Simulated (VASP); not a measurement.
The system is ScIn2Se2.

```
CELL_PARAMETERS angstrom
3.95000 0.00000 0.00000
-1.97500 3.42080 0.00000
0.00000 0.00000 8.88000
ATOMIC_POSITIONS crystal
Sc 0.00000 0.00000 0.00000
In 0.66667 0.33333 0.34200
In 0.66667 0.33333 0.65800
Se 0.33333 0.66667 0.18000
Se 0.33333 0.66667 0.82000
```

| Item | Value |
| --- | --- |
| Program | VASP 6.6.1 |
| Task | relaxation of cell and atoms |
| Functional | PBE |
| Potentials or basis | VASP PAW PBE potentials, release 64 (Sc_sv, In_d, Se) |
| Cutoff | 600 eV |
| k mesh | 5 × 5 × 2 |
| Occupations | gaussian, width 0.2 eV |
| Spin | no spin polarisation |

At the start: pressure 11.1 GPa; volume 24.00 Å³/atom.

How do energy, volume and symmetry change on relaxing?

Over 16 steps the energy falls by 430.7 meV/atom and the volume is 27.26 Å³/atom (+13.6 %); space group P-6m2 (No. 187, to 0.1 Å) before and after.

Step by step:
| step | energy change (eV) | largest force (eV/Å) | pressure (GPa) | volume (Å³) |
| --- | --- | --- | --- | --- |
| 1 | 0.0000 | 1.1989 | 11.14 | 119.99 |
| 2 | -1.1343 | 0.9858 | -1.90 | 151.14 |
| 3 | -1.1364 | 0.9909 | -1.56 | 149.66 |
| 4 | -1.4444 | 0.9469 | -1.73 | 147.69 |
| 5 | -2.0613 | 0.5416 | -1.01 | 140.11 |
| 6 | -2.0782 | 0.3445 | -0.26 | 137.58 |
| 7 | -2.0827 | 0.4262 | -0.59 | 138.59 |
| 8 | -2.1104 | 0.3267 | 1.15 | 134.89 |
| 9 | -2.1140 | 0.3302 | 0.69 | 135.80 |
| 10 | -2.1353 | 0.2015 | 0.02 | 138.08 |
| 11 | -2.1374 | 0.1732 | -0.22 | 139.05 |
| 12 | -2.1467 | 0.0961 | -0.29 | 138.37 |
| 13 | -2.1496 | 0.0320 | -0.35 | 137.79 |
| 14 | -2.1504 | 0.1219 | 0.51 | 134.94 |
| 15 | -2.1522 | 0.0803 | 0.12 | 136.23 |
| 16 | -2.1534 | 0.0196 | 0.01 | 136.32 |

Final structure:
```
CELL_PARAMETERS angstrom
3.73473 0.00000 0.00000
-1.86736 3.23437 0.00000
0.00000 0.00000 11.28519
ATOMIC_POSITIONS crystal
Sc 0.00000 0.00000 0.00000
In 0.66667 0.33333 0.35989
In 0.66667 0.33333 0.64011
Se 0.33333 0.66667 0.14806
Se 0.33333 0.66667 0.85194
```

Caveat: the k points lie up to 0.39 Å⁻¹ apart in the final cell, too coarse for converged energies and pressures of a metal; a cell axis changed by over 15 % at a fixed basis, so the end point is rough.
